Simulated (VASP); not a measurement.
# Ir (Fm-3m) in VASP: relaxation of cell and atoms with LDA

Aim: the relaxation of cell and atoms of Ir with LDA.

Everything below comes from runs of VASP 6.6.1. Logs are shortened: lines on timing, memory, paths and dates and some standing lists are left out, and cuts for length are marked.

### 1 The cell of the first run

The structure is cubic, space group Fm-3m (No. 225). The conventional cell has a = 3.831 Å, b = 3.831 Å, c = 3.831 Å, α = 90.00°, β = 90.00°, γ = 90.00°. Ir (site symmetry m-3m) has 12 Ir at 2.71 Å within 3.6 Å.

### 2 Relaxation of cell and atoms, LDA

INCAR reads:

```
ALGO = Normal
EDIFF = 1E-7
EDIFFG = -0.03
ENCUT = 560
GGA_COMPAT = F
IBRION = 2
ISIF = 3
ISMEAR = -1
LASPH = T
LCHARG = F
LREAL = F
LWAVE = F
NELM = 120
NELMIN = 4
NSW = 60
PREC = Accurate
SIGMA = 0.05
```

KPOINTS reads:

```
k-points
0
Gamma
  9 9 9
```

POSCAR reads:

```
Ir
1.0
    0.0000000000      1.9156000000      1.9156000000
    1.9156000000      0.0000000000      1.9156000000
    1.9156000000      1.9156000000      0.0000000000
Ir
1
Direct
    0.0000000000      0.0000000000      0.0000000000
```

Potentials or basis: VASP PAW LDA potentials, release 64 (Ir_sv_GW).

The run is started by

```
cat potpaw_LDA.64/Ir_sv_GW/POTCAR > POTCAR
mpirun -np 1 vasp_std > vasp.out
```

OUTCAR:

```text
EDIFF = 1E-7
   EDIFFG = -0.03
   ENCUT = 560
   IBRION = 2
   ISIF = 3
   ISMEAR = -1
   LASPH = T
   LREAL = F
   NELM = 120
   NELMIN = 4
   NSW = 60
   PREC = Accurate

 ion  position               nearest neighbor table
   1  0.000  0.000  0.000-

  LATTYP: Found a face centered cubic cell.
 ALAT       =     3.8312000000

  Lattice vectors:

 A1 = (   0.0000000000,   1.9156000000,   1.9156000000)
 A2 = (   1.9156000000,   0.0000000000,   1.9156000000)
 A3 = (   1.9156000000,   1.9156000000,   0.0000000000)

Analysis of symmetry for initial positions (statically):
=====================================================================
 Subroutine PRICEL returns:
 Original cell was already a primitive cell.

 Routine SETGRP: Setting up the symmetry group for a
 face centered cubic supercell.

 Subroutine GETGRP returns: Found 48 space group operations
 (whereof 48 operations were pure point group operations)
 out of a pool of 48 trial point group operations.

The static configuration has the point symmetry O_h .

Analysis of symmetry for dynamics (positions and initial velocities):
=====================================================================
 Subroutine PRICEL returns:
 Original cell was already a primitive cell.

 Routine SETGRP: Setting up the symmetry group for a
 face centered cubic supercell.

 Subroutine GETGRP returns: Found 48 space group operations
 (whereof 48 operations were pure point group operations)
 out of a pool of 48 trial point group operations.

The dynamic configuration has the point symmetry O_h .

 Subroutine INISYM returns: Found 48 space group operations
 (whereof 48 operations are pure point group operations),
 and found     1 'primitive' translations

----------------------------------------------------------------------------------------

                                     Primitive cell

  volume of cell :      14.0587

  direct lattice vectors                    reciprocal lattice vectors
     0.000000000  1.915600000  1.915600000    -0.261014826  0.261014826  0.261014826
     1.915600000  0.000000000  1.915600000     0.261014826 -0.261014826  0.261014826
     1.915600000  1.915600000  0.000000000     0.261014826  0.261014826 -0.261014826

  length of vectors
     2.709067500  2.709067500  2.709067500     0.452090940  0.452090940  0.452090940

  position of ions in fractional coordinates (direct lattice)
     0.000000000  0.000000000  0.000000000

  ion indices of the primitive-cell ions
   primitive index   ion index
                 1           1

----------------------------------------------------------------------------------------

 KPOINTS: k-points

Automatic generation of k-mesh.
 Grid dimensions read from file:
 generate k-points for:    9    9    9

 Generating k-lattice:

  Cartesian coordinates                     Fractional coordinates (reciprocal lattice)
    -0.029001647  0.029001647  0.029001647     0.111111111  0.000000000  0.000000000
     0.029001647 -0.029001647  0.029001647     0.000000000  0.111111111  0.000000000
     0.029001647  0.029001647 -0.029001647     0.000000000  0.000000000  0.111111111

  Length of vectors
     0.050232327  0.050232327  0.050232327

  Shift w.r.t. Gamma in fractional coordinates (k-lattice)
     0.000000000  0.000000000  0.000000000

 Subroutine IBZKPT returns following result:
 ===========================================

 Found     35 irreducible k-points:

 Following reciprocal coordinates:
            Coordinates               Weight
  0.000000  0.000000  0.000000      1.000000
  0.111111  0.000000  0.000000      8.000000
  0.222222  0.000000  0.000000      8.000000
  0.333333  0.000000  0.000000      8.000000
  0.444444  0.000000  0.000000      8.000000
  0.111111  0.111111  0.000000      6.000000
[... 16 lines left out ...]
 -0.333333  0.333333  0.000000     12.000000
  0.444444  0.444444  0.000000      6.000000
 [... further k-points ...]
   k-points           NKPTS =     35   k-points in BZ     NKDIM =     35   number of bands    NBANDS=     12
   number of dos      NEDOS =    301   number of ions     NIONS =      1
   total plane-waves  NPLWV =  13824
   dimension x,y,z NGX =    24 NGY =   24 NGZ =   24
   dimension x,y,z NGXF=    48 NGYF=   48 NGZF=   48
   ions per type =               1
   NGX,Y,Z   is equivalent  to a cutoff of  14.73, 14.73, 14.73 a.u.
   NGXF,Y,Z  is equivalent  to a cutoff of  29.46, 29.46, 29.46 a.u.
 SYSTEM =  unknown system
   PREC   = accura    normal or accurate (medium, high low for compatibility)
   ISTART =      0    job   : 0-new  1-cont  2-samecut
   ICHARG =      2    charge: 1-file 2-atom 10-const
   ISPIN  =      1    spin polarized calculation?
   LNONCOLLINEAR =      F non collinear calculations
   LSORBIT =      F    spin-orbit coupling
   LASPH  =      T    aspherical Exc in radial PAW
   ENCUT  =  560.0 eV  41.16 Ry    6.42 a.u.   5.23  5.23  5.23*2*pi/ulx,y,z
   NELM   =    120;   NELMIN=  4; NELMDL= -5     # of ELM steps
   EDIFF  = 0.1E-06   stopping-criterion for ELM
   LREAL  =      F    real-space projection
   EDIFFG = -.3E-01   stopping-criterion for IOM
   NSW    =     60    number of steps for IOM
   IBRION =      2    ionic relax: 0-MD 1-quasi-New 2-CG
   NFREE  =      1    steps in history (QN), initial steepest desc. (CG)
   ISIF   =      3    stress and relaxation
   ISYM   =      2    0-nonsym 1-usesym 2-fastsym
   POTIM  = 0.5000    time-step for ionic-motion
   TEBEG  =    0.0;   TEEND  =   0.0 temperature during run
   PSTRESS=    0.0 pullay stress
   NELECT =      17.0000    total number of electrons
   NUPDOWN=      -1.0000    fix difference up-down
   EMIN   =  10.00;   EMAX   =-10.00  energy-range for DOS
   EFERMI =   0.00;   METHOD = LEGACY
   ISMEAR =    -1;   SIGMA  =   0.05  broadening in eV -4-tet -1-fermi 0-gaus
   EFERMI_NEDOS =   21; number of points for ismear=-14 and -15
   IALGO  =     38    algorithm
   IMIX   =      4    mixing-type and parameters
     AMIX     =   0.40;   BMIX     =  1.00
     AMIX_MAG =   1.60;   BMIX_MAG =  1.00
  volume/ion in A,a.u.               =      14.06        94.87
  Fermi-wavevector in a.u.,A,eV,Ry     =   1.744120  3.295909 41.388295  3.041954
  Thomas-Fermi vector in A             =   2.816061
   LORBIT       =      0    0 simple, 1 ext, 2 COOP (PROOUT), +10 PAW based schemes
   GGA     = CA    functional components
   LHFCALC =     F    Hartree Fock is set to
   AEXX    =    0.0000 exact exchange contribution
   IVDW    =     0    specifies the selected vdW correction
   LEPSILON=     F    determine dielectric tensor
   LRPA    =     F    only Hartree local field effects (RPA)
 conjugate gradient relaxation of ions
 non-spin polarized calculation
  energy-cutoff  :      560.00
  volume of cell :       14.06
 maximum number of plane-waves:       440
 NGX is ok and might be reduce to    24
   NGX = 11   NGY = 11   NGZ = 11

--------------------------------------- Ionic step        1  -------------------------------------------

 number of electron      17.0000000 magnetization

 Free energy of the ion-electron system (eV)
  ---------------------------------------------------
  ext. energy  EPLUGINS =         0.00000000
  ---------------------------------------------------
  free energy    TOTEN  =       -10.92878594 eV

  energy without entropy =      -10.92488936  energy(sigma->0) =      -10.92683765

------------------------ aborting loop because EDIFF is reached ----------------------------------------

  FORCE on cell =-STRESS in cart. coord.  units (eV):
  Direction    XX          YY          ZZ          XY          YZ          ZX
  --------------------------------------------------------------------------------------
  -------------------------------------------------------------------------------------
  Total       -0.6240615     -0.6240615     -0.6240615     -0.0000000     -0.0000000      0.0000000
  in kB      -71.1202886    -71.1202886    -71.1202886     -0.0000000     -0.0000000      0.0000000
  external PRESSURE =     -71.1202886 kB  Pullay stress =       0.0000000 kB

 VOLUME and BASIS-vectors are now :
 -----------------------------------------------------------------------------
  energy-cutoff  :      560.00
  volume of cell :       14.06
      direct lattice vectors                 reciprocal lattice vectors
     0.000000000  1.915600000  1.915600000    -0.261014826  0.261014826  0.261014826
     1.915600000  0.000000000  1.915600000     0.261014826 -0.261014826  0.261014826
     1.915600000  1.915600000  0.000000000     0.261014826  0.261014826 -0.261014826
[... 36 lines left out ...]
 POSITION                                       TOTAL-FORCE (eV/Angst)
 -----------------------------------------------------------------------------------
      0.00000      1.85793      1.85793         0.000000     -0.000000      0.000000
 -----------------------------------------------------------------------------------
    total drift:                               -0.000000     -0.000000      0.000000

  FREE ENERGIE OF THE ION-ELECTRON SYSTEM (eV)
  ---------------------------------------------------
  free  energy   TOTEN  =       -10.8282476743 eV

  energy  without entropy=      -10.8248960563  energy(sigma->0) =      -10.82657187

--------------------------------------- Ionic step        3  -------------------------------------------

 number of electron      17.0000000 magnetization

 Free energy of the ion-electron system (eV)
  ---------------------------------------------------
  ext. energy  EPLUGINS =         0.00000000
  ---------------------------------------------------
  free energy    TOTEN  =       -10.93437940 eV

  energy without entropy =      -10.93059965  energy(sigma->0) =      -10.93248952

 E-fermi :  13.0276     XC(G=0): -14.9353

 val. band max:       12.8757041036   @ k =   0.3333   0.0000   0.0000
 cond. band min:      13.0775443831   @ k =  -0.4444   0.4444   0.1111
 fundamental gap:      0.2018402795
 Fermi energy:        13.0275803422

 k-point     1 :       0.0000    0.0000    0.0000
  band No.  band energies     occupation
      1     -79.5043      2.00000
      2     -36.1395      2.00000
      3     -36.1395      2.00000
      4     -36.1395      2.00000
      5       1.7829      2.00000
      6       9.0711      2.00000
      7       9.0711      2.00000
      8       9.0711      2.00000
      9      11.8805      2.00000
     10      11.8805      2.00000
     11      26.7073      0.00000
     12      32.2954      0.00000

 k-point     2 :       0.1111    0.0000    0.0000
  band No.  band energies     occupation
      1     -79.4962      2.00000
      2     -36.2458      2.00000
      3     -36.1541      2.00000
      4     -36.1541      2.00000
      5       2.3362      2.00000
      6       8.7961      2.00000
      7       9.2950      2.00000
      8       9.2950      2.00000
      9      11.7461      2.00000
     10      11.7461      2.00000
     11      27.6461      0.00000
     12      30.3394      0.00000
[... 316 lines left out ...]
 k-point    24 :       0.4444    0.4444    0.0000
  band No.  band energies     occupation
      1     -79.4091      2.00000
      2     -36.9355      2.00000
      3     -36.4526      2.00000
      4     -36.4526      2.00000
      5       5.0118      2.00000
      6       5.5886      2.00000
      7      13.9632      0.00000
      8      14.0930      0.00000
      9      14.3474      0.00000
     10      14.3474      0.00000
     11      25.2193      0.00000
     12      25.2193      0.00000

 [... further k-points ...]

------------------------ aborting loop because EDIFF is reached ----------------------------------------

  FORCE on cell =-STRESS in cart. coord.  units (eV):
  Direction    XX          YY          ZZ          XY          YZ          ZX
  --------------------------------------------------------------------------------------
  -------------------------------------------------------------------------------------
  Total       -0.0219705     -0.0219705     -0.0219705     -0.0000000     -0.0000000     -0.0000000
  in kB       -2.5471131     -2.5471131     -2.5471131     -0.0000000     -0.0000000     -0.0000000
  external PRESSURE =      -2.5471131 kB  Pullay stress =       0.0000000 kB

 VOLUME and BASIS-vectors are now :
 -----------------------------------------------------------------------------
  energy-cutoff  :      560.00
  volume of cell :       13.82
      direct lattice vectors                 reciprocal lattice vectors
     0.000000000  1.904690122  1.904690122    -0.262509893  0.262509893  0.262509893
     1.904690122 -0.000000000  1.904690122     0.262509893 -0.262509893  0.262509893
     1.904690122  1.904690122 -0.000000000     0.262509893  0.262509893 -0.262509893

 POSITION                                       TOTAL-FORCE (eV/Angst)
 -----------------------------------------------------------------------------------
      0.00000      0.00000      0.00000         0.000000      0.000000     -0.000000
 -----------------------------------------------------------------------------------
    total drift:                                0.000000      0.000000      0.000000

  FREE ENERGIE OF THE ION-ELECTRON SYSTEM (eV)
  ---------------------------------------------------
  free  energy   TOTEN  =       -10.9343794002 eV

  energy  without entropy=      -10.9305996497  energy(sigma->0) =      -10.93248952

 reached required accuracy - stopping structural energy minimisation
```

Run time: 16 s. Hardware: 1 thread of Intel Xeon Platinum 8259CL at 2.50GHz (Skylake/Cascade Lake), shared host; peak memory 0.15 GiB.

Results:

| Item | Value |
| --- | --- |
| Free energy | -10.9344 eV |
| Relaxed volume | 13.82 Å³/atom |
| Relaxed cell | a = 2.694 Å, b = 2.694 Å, c = 2.694 Å, α = 60.00°, β = 60.00°, γ = 60.00° |
| Space group after relaxing (to 0.1 Å) | Fm-3m (No. 225) |
| Energy gained by relaxing | 5.6 meV/atom |
| Ionic steps | 3 |
| Pressure after relaxing | -0.3 GPa |
| Band gap on the k mesh | zero (an odd number of electrons rules out a gap without spin polarisation) |

Step by step:
```tsv
step	energy change (eV)	largest force (eV/Å)	pressure (GPa)	volume (Å³)
1	0.0000	0.0000	-7.11	14.06
2	0.1005	0.0000	37.13	12.83
3	-0.0056	0.0000	-0.25	13.82
```

Final structure:
```
Ir
1.0
     0.00000    1.90469    1.90469
     1.90469    0.00000    1.90469
     1.90469    1.90469    0.00000
Ir
1
Cartesian
  0.0000 0.0000 0.0000
```

Caveat: spin-orbit coupling is left out, which moves the levels of the heavy elements.

The gap in the log of VASP goes by the Fermi energy; the results here count the filled bands.